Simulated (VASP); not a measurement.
Input of a VASP 6.6.1 run:

Contents of INCAR:

```
ALGO = Normal
EDIFF = 1E-6
ENCUT = 520
GGA = PE
ISIF = 2
ISMEAR = 0
LASPH = T
LCHARG = F
LREAL = F
LWAVE = F
NBANDS = 11
NELM = 60
PREC = Accurate
SIGMA = 0.02
```

Contents of KPOINTS:

```
k-points
0
Gamma
  10 10 10
```

File POSCAR:

```
AlN
1.0
    0.0000000000      2.0554154881      2.0554154881
    2.0554154881      0.0000000000      2.0554154881
    2.0554154881      2.0554154881      0.0000000000
Al N
1 1
Direct
    0.5000000000      0.5000000000      0.5000000000
    0.0000000000      0.0000000000      0.0000000000
```

Potentials or basis: VASP PAW PBE potentials, release 64 (Al, N).

The run is started by

```console
$ cat potpaw_PBE.64/Al/POTCAR potpaw_PBE.64/N/POTCAR > POTCAR
$ mpirun -np 1 vasp_std > vasp.out
```

**Question.** What does it give for the pressure?

**Answer.** -7.3 GPa.

**Question.** Predict the band gap on the k mesh.

**Answer.** 4.14 eV, indirect (least direct gap 4.98 eV).

 A k mesh can miss the band edges.
